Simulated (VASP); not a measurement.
ScAl: single point with PBEsol

The system is ScAl.

```
CELL_PARAMETERS angstrom
2.94334 0.00000 0.00000
0.00000 2.94334 0.00000
0.00000 0.00000 2.94334
ATOMIC_POSITIONS crystal
Sc 0.50000 0.50000 0.50000
Al 0.00000 0.00000 0.00000
```

* Program: VASP 6.6.1
* Task: single point
* Functional: PBEsol
* Potentials or basis: VASP PAW PBE potentials, release 64 (Sc_sv, Al)
* Cutoff: 520 eV
* k mesh: 1 × 1 × 1
* Occupations: gaussian, width 0.1 eV
* Spin: no spin polarisation
* Dipole correction: no
* Further INCAR settings: ALGO = Normal; EDIFF = 1e-07; NBANDS = 14

```json
{
  "Pressure": "-0.4 GPa",
  "Band gap on the k mesh": "6.29 eV"
}
```

Levels at points of the mesh, in eV from the valence-band top:
| k point | band 4 | band 5 | band 6 | band 7 | band 8 | band 9 | band 10 | band 11 |
| --- | --- | --- | --- | --- | --- | --- | --- | --- |
| (0.00, 0.00, 0.00) | -23.85 | -9.48 | 0.00 | 0.00 | 6.29 | 6.29 | 6.29 | 6.40 |

Run time: 2.7 s on 1 thread of Intel(R) Xeon(R) Platinum 8259CL CPU @ 2.50GHz (Skylake/Cascade Lake) (shared host), peak memory 0.13 GiB.

Caveat: the k points lie up to 2.13 Å⁻¹ apart; the PAW data sets were made with another functional, which shifts forces and pressure a little. A k mesh can miss the band edges.
